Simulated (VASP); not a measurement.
Au: single point with PBEsol

Au:

```xyz
2
Lattice="2.8657 0.0000 0.0000 -1.4329 2.4818 0.0000 0.0000 0.0000 4.7888" Properties=species:S:1:pos:R:3 pbc="T T T"
Au    0.0000    1.6545    1.1972
Au    1.4329    0.8273    3.5916
```

```json
{"Program": "VASP 6.6.1", "Task": "single point", "Functional": "PBEsol", "Potentials or basis": "VASP PAW PBE potentials, release 64 (Au)", "Cutoff": "520 eV", "k mesh": "18 × 18 × 10", "Occupations": "gaussian, width 0.1 eV", "Spin": "no spin polarisation", "Dipole correction": "no", "Further INCAR settings": "ALGO = Fast; EDIFF = 1e-06; NBANDS = 18"}
```

| Property | Result |
| --- | --- |
| Pressure | -0.2 GPa |
| Band gap on the k mesh | zero (band 11 reaches 13.56 eV, above the bottom of band 12 at 6.64 eV) |

Levels at points of the mesh, in eV from the Fermi level:
```
           k point  band 9  band 10  band 11  band 12  band 13  band 14
(0.00, 0.00, 0.00)   -3.53    -2.13    -2.13    -1.14     2.78    14.58
(0.50, 0.00, 0.00)   -1.82    -1.63     0.38     1.59     5.80     7.33
(0.00, 0.00, 0.50)   -2.59    -2.59    -2.59    -2.59    10.76    10.76
(0.50, 0.00, 0.50)   -1.71    -1.71     0.45     0.45     4.00     4.00
```

Wall time 64 s on 1 thread of AMD EPYC 9R45 96-Core Processor (Zen 5), on a shared host, peak memory 0.2 GiB.

Caveat: the PAW data sets were made with another functional, which shifts forces and pressure a little; spin-orbit coupling is left out, which moves the levels of the heavy elements.
